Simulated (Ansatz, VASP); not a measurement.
**One calculation of Rb, two programs**

```
CELL_PARAMETERS angstrom
7.39008 0.00000 0.00000
-3.69504 6.39999 0.00000
0.00000 0.00000 4.41534
ATOMIC_POSITIONS crystal
Rb 0.00000 0.00000 0.00000
Rb 0.33333 0.66667 0.50000
Rb 0.66667 0.33333 0.50000
```

Change from the starting cell: volume scaled by 0.76, LAPW.

Alike in both runs: task single point; functional PBE; k mesh 5 × 5 × 7; occupations fermi-dirac, width 0.05 eV; no spin polarisation.

|  | VASP | Ansatz |
| --- | --- | --- |
| version | VASP 6.6.1 | Ansatz 0.2.0 |
| potentials or method | VASP PAW PBE potentials, release 64 (Rb_sv), cutoff 520 eV | all-electron LAPW, scalar-relativistic |

```csv
,VASP,Ansatz,Ansatz less VASP
pressure (GPa),1.3,1.3,0.00
```

Ansatz ran all-electron here, and VASP with PAW potentials.
